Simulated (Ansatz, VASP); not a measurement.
Two plane-wave programs on GeW

```
Ge W
1.0
     3.13454    0.00000    0.00000
     0.00000    3.13454    0.00000
     0.00000    0.00000    3.13491
Ge W
1 1
Cartesian
  1.5673 1.5673 1.5675
  0.0000 0.0000 0.0000
```

Alike in both runs: functional PBE; k mesh 18 × 18 × 18; occupations gaussian, width 0.1 eV; no spin polarisation.

Ansatz relaxed the structure, and its values are those at the end. VASP's run is a single point on that final structure, the one shown.

|  | VASP | Ansatz |
| --- | --- | --- |
| version | VASP 6.6.1 | Ansatz 0.2.0 |
| potentials or method | VASP PAW PBE potentials, release 64 (Ge_d, W_sv), cutoff 520 eV | scalar-relativistic, plane waves, PAW |
| valence electrons in the cell | 28 | 28 |

|  | VASP | Ansatz | Ansatz less VASP |
| --- | --- | --- | --- |
| gap on the k mesh at the Fermi level (eV) | none | none | - |
| pressure (GPa) | 0.3 | 0.0 | -0.31 |

A gap of «none» marks a metal or a gap that the smearing closes. With one functional, cell and mesh, what is left measures potentials, basis and numerics.

Spin-orbit coupling is off throughout.
